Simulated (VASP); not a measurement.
# MgO (Fm-3m) in VASP: a series of runs, part 2 of 2

VASP 6.6.1. The steps go on from the part before.

**3. Single point, LDA**

This run uses another cell than the first one, of 8.35 Å³/atom.

Contents of INCAR:

```
SYSTEM = MgO
PREC     = Accurate       ! precision mode
ENCUT    = 750            ! plane-wave cutoff, eV
EDIFF    = 1E-6           ! SCF threshold, eV
ISMEAR   = 0              ! smearing method
SIGMA    = 0.01           ! smearing width, eV
LREAL    = .False.        ! projectors in reciprocal space
LASPH    = .True.         ! aspherical terms in the spheres
NELM     = 120            ! most SCF steps
ALGO     = Normal         ! electronic algorithm
ISIF     = 2              ! what is computed and relaxed
LWAVE    = .False.        ! write WAVECAR
LCHARG   = .False.        ! write CHGCAR
GGA      = CA             ! functional
NBANDS   = 15             ! bands
GGA_COMPAT= .False.
```

Contents of KPOINTS:

```
Automatic mesh
0
Gamma
  10 10 10
  0 0 0
```

Contents of POSCAR:

```
MgO
1.0
    0.0000000000      2.0285805138      2.0285805138
    2.0285805138      0.0000000000      2.0285805138
    2.0285805138      2.0285805138      0.0000000000
Mg O
1 1
Direct
    0.0000000000      0.0000000000      0.0000000000
    0.5000000000      0.5000000000      0.5000000000
```

Potentials or basis: VASP PAW LDA potentials, release 64 (Mg_sv, O).

Run with:

```
cat potpaw_LDA.64/Mg_sv/POTCAR potpaw_LDA.64/O/POTCAR > POTCAR
mpirun -np 1 vasp_std > vasp.out
```

OUTCAR:

```text
SYSTEM = MgO
   PREC = Accurate
   ENCUT = 750
   EDIFF = 1E-6
   ISMEAR = 0
   LREAL = .False.
   LASPH = .True.
   NELM = 120
   ISIF = 2
   GGA = CA

 ion  position               nearest neighbor table
   1  0.000  0.000  0.000-   2 2.03   2 2.03   2 2.03   2 2.03   2 2.03   2 2.03
   2  0.500  0.500  0.500-   1 2.03   1 2.03   1 2.03   1 2.03   1 2.03   1 2.03

  LATTYP: Found a face centered cubic cell.
 ALAT       =     4.0571610276

  Lattice vectors:

 A1 = (   0.0000000000,   2.0285805138,   2.0285805138)
 A2 = (   2.0285805138,   0.0000000000,   2.0285805138)
 A3 = (   2.0285805138,   2.0285805138,   0.0000000000)

Analysis of symmetry for initial positions (statically):
=====================================================================
 Subroutine PRICEL returns:
 Original cell was already a primitive cell.

 Routine SETGRP: Setting up the symmetry group for a
 face centered cubic supercell.

 Subroutine GETGRP returns: Found 48 space group operations
 (whereof 48 operations were pure point group operations)
 out of a pool of 48 trial point group operations.

The static configuration has the point symmetry O_h .

Analysis of symmetry for dynamics (positions and initial velocities):
=====================================================================
 Subroutine PRICEL returns:
 Original cell was already a primitive cell.

 Routine SETGRP: Setting up the symmetry group for a
 face centered cubic supercell.

 Subroutine GETGRP returns: Found 48 space group operations
 (whereof 48 operations were pure point group operations)
 out of a pool of 48 trial point group operations.

The dynamic configuration has the point symmetry O_h .

 Subroutine INISYM returns: Found 48 space group operations
 (whereof 48 operations are pure point group operations),
 and found     1 'primitive' translations

----------------------------------------------------------------------------------------

                                     Primitive cell

  volume of cell :      16.6958

  direct lattice vectors                    reciprocal lattice vectors
     0.000000000  2.028580514  2.028580514    -0.246477769  0.246477769  0.246477769
     2.028580514  0.000000000  2.028580514     0.246477769 -0.246477769  0.246477769
     2.028580514  2.028580514  0.000000000     0.246477769  0.246477769 -0.246477769

  length of vectors
     2.868846075  2.868846075  2.868846075     0.426912019  0.426912019  0.426912019

  position of ions in fractional coordinates (direct lattice)
     0.000000000  0.000000000  0.000000000
     0.500000000  0.500000000  0.500000000

  ion indices of the primitive-cell ions
   primitive index   ion index
                 1           1
                 2           2

----------------------------------------------------------------------------------------

 KPOINTS: Automatic mesh

Automatic generation of k-mesh.
 Grid dimensions read from file:
 generate k-points for:   10   10   10

 Generating k-lattice:

  Cartesian coordinates                     Fractional coordinates (reciprocal lattice)
    -0.024647777  0.024647777  0.024647777     0.100000000  0.000000000  0.000000000
     0.024647777 -0.024647777  0.024647777     0.000000000  0.100000000  0.000000000
     0.024647777  0.024647777 -0.024647777     0.000000000  0.000000000  0.100000000

  Length of vectors
     0.042691202  0.042691202  0.042691202

  Shift w.r.t. Gamma in fractional coordinates (k-lattice)
     0.000000000  0.000000000  0.000000000

 Subroutine IBZKPT returns following result:
 ===========================================

 Found     47 irreducible k-points:

 Following reciprocal coordinates:
            Coordinates               Weight
  0.000000  0.000000  0.000000      1.000000
  0.100000  0.000000  0.000000      8.000000
  0.200000  0.000000  0.000000      8.000000
  0.300000  0.000000  0.000000      8.000000
  0.400000  0.000000  0.000000      8.000000
  0.500000  0.000000  0.000000      4.000000
[... 16 lines left out ...]
  0.300000  0.300000  0.000000      6.000000
  0.400000  0.300000  0.000000     24.000000
 [... further k-points ...]
   k-points           NKPTS =     47   k-points in BZ     NKDIM =     47   number of bands    NBANDS=     15
   number of dos      NEDOS =    301   number of ions     NIONS =      2
   total plane-waves  NPLWV =  21952
   dimension x,y,z NGX =    28 NGY =   28 NGZ =   28
   dimension x,y,z NGXF=    56 NGYF=   56 NGZF=   56
   ions per type =               1   1
   NGX,Y,Z   is equivalent  to a cutoff of  16.23, 16.23, 16.23 a.u.
   NGXF,Y,Z  is equivalent  to a cutoff of  32.45, 32.45, 32.45 a.u.
 SYSTEM =  MgO
   PREC   = accura    normal or accurate (medium, high low for compatibility)
   ISTART =      0    job   : 0-new  1-cont  2-samecut
   ICHARG =      2    charge: 1-file 2-atom 10-const
   ISPIN  =      1    spin polarized calculation?
   LNONCOLLINEAR =      F non collinear calculations
   LSORBIT =      F    spin-orbit coupling
   LASPH  =      T    aspherical Exc in radial PAW
   ENCUT  =  750.0 eV  55.12 Ry    7.42 a.u.   6.41  6.41  6.41*2*pi/ulx,y,z
   NELM   =    120;   NELMIN=  2; NELMDL= -5     # of ELM steps
   EDIFF  = 0.1E-05   stopping-criterion for ELM
   LREAL  =      F    real-space projection
   EDIFFG = 0.1E-04   stopping-criterion for IOM
   NSW    =      0    number of steps for IOM
   IBRION =     -1    ionic relax: 0-MD 1-quasi-New 2-CG
   NFREE  =      0    steps in history (QN), initial steepest desc. (CG)
   ISIF   =      2    stress and relaxation
   ISYM   =      2    0-nonsym 1-usesym 2-fastsym
   POTIM  = 0.5000    time-step for ionic-motion
   TEBEG  =    0.0;   TEEND  =   0.0 temperature during run
   PSTRESS=    0.0 pullay stress
   NELECT =      16.0000    total number of electrons
   NUPDOWN=      -1.0000    fix difference up-down
   EMIN   =  10.00;   EMAX   =-10.00  energy-range for DOS
   EFERMI =   0.00;   METHOD = LEGACY
   ISMEAR =     0;   SIGMA  =   0.01  broadening in eV -4-tet -1-fermi 0-gaus
   EFERMI_NEDOS =   21; number of points for ismear=-14 and -15
   IALGO  =     38    algorithm
   IMIX   =      4    mixing-type and parameters
     AMIX     =   0.40;   BMIX     =  1.00
     AMIX_MAG =   1.60;   BMIX_MAG =  1.00
  volume/ion in A,a.u.               =       8.35        56.33
  Fermi-wavevector in a.u.,A,eV,Ry     =   1.614034  3.050081 35.444599  2.605105
  Thomas-Fermi vector in A             =   2.709007
   LORBIT       =      0    0 simple, 1 ext, 2 COOP (PROOUT), +10 PAW based schemes
   GGA     = CA    functional components
   LHFCALC =     F    Hartree Fock is set to
   AEXX    =    0.0000 exact exchange contribution
   IVDW    =     0    specifies the selected vdW correction
   LEPSILON=     F    determine dielectric tensor
   LRPA    =     F    only Hartree local field effects (RPA)
 non-spin polarized calculation
 Gauss-broadening in eV      SIGMA  =   0.01
  energy-cutoff  :      750.00
  volume of cell :       16.70
 maximum number of plane-waves:       794
 NGX is ok and might be reduce to    28
   NGX = 13   NGY = 13   NGZ = 13

 number of electron      16.0000007 magnetization

 Free energy of the ion-electron system (eV)
  ---------------------------------------------------
  ext. energy  EPLUGINS =         0.00000000
  ---------------------------------------------------
  free energy    TOTEN  =       -13.16760857 eV

  energy without entropy =      -13.16760857  energy(sigma->0) =      -13.16760857

 E-fermi :   3.7585     XC(G=0): -12.5274

 val. band max:        3.4471257454   @ k =   0.0000   0.0000   0.0000
 cond. band min:       9.2913178024   @ k =   0.0000   0.0000   0.0000
 fundamental gap:      5.8441920569
 Fermi energy:         3.7585019455

 k-point     1 :       0.0000    0.0000    0.0000
  band No.  band energies     occupation
      1     -67.5460      2.00000
      2     -34.9926      2.00000
      3     -34.9926      2.00000
      4     -34.9926      2.00000
      5     -14.1607      2.00000
      6       3.4471      2.00000
      7       3.4471      2.00000
      8       3.4471      2.00000
      9       9.2913      0.00000
     10      19.5823      0.00000
     11      19.5823      0.00000
     12      19.5823      0.00000
     13      23.9197      0.00000
     14      25.6900      0.00000
[... 401 lines left out ...]
      2     -35.0932      2.00000
      3     -35.0326      2.00000
      4     -35.0285      2.00000
      5     -12.5763      2.00000
      6      -0.5463      2.00000
      7       1.9521      2.00000
      8       2.2063      2.00000
      9      13.4700      0.00000
     10      14.2759      0.00000
     11      18.0104      0.00000
     12      22.8138      0.00000
     13      23.0474      0.00000
     14      29.3986      0.00000
     15      32.4721      0.00000

 [... further k-points ...]
[... 5 lines left out ...]
  --------------------------------------------------------------------------------------
  -------------------------------------------------------------------------------------
  Total        1.5984732      1.5984732      1.5984732      0.0000000      0.0000000      0.0000000
  in kB      153.3942904    153.3942904    153.3942904      0.0000000      0.0000000      0.0000000
  external PRESSURE =     153.3942904 kB  Pullay stress =       0.0000000 kB

 VOLUME and BASIS-vectors are now :
 -----------------------------------------------------------------------------
  energy-cutoff  :      750.00
  volume of cell :       16.70
      direct lattice vectors                 reciprocal lattice vectors
     0.000000000  2.028580514  2.028580514    -0.246477769  0.246477769  0.246477769
     2.028580514  0.000000000  2.028580514     0.246477769 -0.246477769  0.246477769
     2.028580514  2.028580514  0.000000000     0.246477769  0.246477769 -0.246477769

 POSITION                                       TOTAL-FORCE (eV/Angst)
 -----------------------------------------------------------------------------------
      0.00000      0.00000      0.00000         0.000000     -0.000000     -0.000000
      2.02858      2.02858      2.02858        -0.000000      0.000000      0.000000
 -----------------------------------------------------------------------------------
    total drift:                                0.000000      0.000000      0.000000

  FREE ENERGIE OF THE ION-ELECTRON SYSTEM (eV)
  ---------------------------------------------------
  free  energy   TOTEN  =       -13.1676085674 eV

  energy  without entropy=      -13.1676085674  energy(sigma->0) =      -13.16760857
```

It took 22 s on 1 thread of Intel Xeon Platinum 8259CL at 2.50GHz (Skylake/Cascade Lake), shared host; peak memory 0.14 GiB.

Results:

```yaml
Free_energy: -13.1676 eV
Pressure: 15.3 GPa
Band_gap_on_the_k_mesh: 5.84 eV
```

Caveat: the cell stands under pressure.
